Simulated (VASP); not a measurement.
YCl2: single point with PBE

Crystal: YCl2.

```
CELL_PARAMETERS angstrom
6.30074 0.00000 0.00000
0.00000 6.49259 0.00000
0.00000 0.00000 4.24088
ATOMIC_POSITIONS crystal
Y 0.00000 0.00000 0.00000
Y 0.50000 0.50000 0.50000
Cl 0.27500 0.32500 0.00000
Cl 0.72500 0.67500 0.00000
Cl 0.77500 0.17500 0.50000
Cl 0.22500 0.82500 0.50000
```

| Item | Value |
| --- | --- |
| Program | VASP 6.6.1 |
| Task | single point |
| Functional | PBE |
| Potentials or basis | VASP PAW PBE potentials, release 64 (Y_sv, Cl) |
| Cutoff | 520 eV |
| k mesh | 3 × 3 × 4 |
| Occupations | fermi-dirac, width 0.1 eV |
| Spin | no spin polarisation |
| Dipole correction | no |
| Further INCAR settings | ALGO = Normal; EDIFF = 1e-06; NBANDS = 34 |

| Item | Value |
| --- | --- |
| Pressure | -1.8 GPa |
| Largest force | 0.025 eV/Å |
| Band gap on the k mesh | zero (bands 25 and 26 overlap by 0.78 eV) |

Forces in eV/Å, atoms in the order of the input:
```
Y    0.000  0.000  0.000
Y    0.000  0.000  0.000
Cl   0.019 -0.017  0.000
Cl  -0.019  0.017  0.000
Cl   0.019  0.017  0.000
Cl  -0.019 -0.017  0.000
```

Stress tensor (GPa, compression positive):
```
-0.80  0.00  0.00
 0.00 -0.33  0.00
 0.00  0.00 -4.32
```

Levels at points of the mesh, in eV from the Fermi level:
```csv
k point,band 23,band 24,band 25,band 26,band 27,band 28
"(0.00, 0.00, 0.00)",-5.61,-5.42,-0.65,-0.27,0.14,0.30
"(0.00, 0.00, 0.50)",-5.92,-5.92,0.51,0.51,0.51,0.51
```

It took 79 s on 1 thread of Intel Xeon 8259CL, on a shared host, peak memory 0.28 GiB.

Caveat: the k points lie up to 0.37 Å⁻¹ apart, too coarse for converged energies and pressures of a metal.
